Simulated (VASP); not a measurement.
Pt, 1 atom in the cell. The structure is cubic, space group Fm-3m (No. 225). The conventional cell has a = 3.786 Å, b = 3.786 Å, c = 3.786 Å, α = 90.00°, β = 90.00°, γ = 90.00°. Pt (site symmetry m-3m) has 12 Pt at 2.68 Å within 3.5 Å. 

| Item | Value |
| --- | --- |
| Program | VASP 6.6.1 |
| Task | single point |
| Functional | PBE |
| Potentials or basis | VASP PAW PBE potentials, release 64 (Pt) |
| Cutoff | 520 eV |
| k mesh | 14 × 14 × 14 |
| Occupations | gaussian, width 0.05 eV |
| Spin | no spin polarisation |
| Dipole correction | no |
| Further INCAR settings | ALGO = Fast; EDIFF = 1e-07; NBANDS = 11 |

Potentials or basis: VASP PAW PBE potentials, release 64 (Pt).

The run is started by

```bash
$ cat potpaw_PBE.64/Pt/POTCAR > POTCAR
$ mpirun -np 1 vasp_std > vasp.out
```

Hardware: 1 thread of Intel(R) Xeon(R) Platinum 8559C (Emerald Rapids) (shared host).

How long does it take, and how much memory?

It took 16 s on 1 thread of Intel(R) Xeon(R) Platinum 8559C (Emerald Rapids), with other jobs on the host, peak memory 0.13 GiB. Counts: scf iterations 14, k points 104.
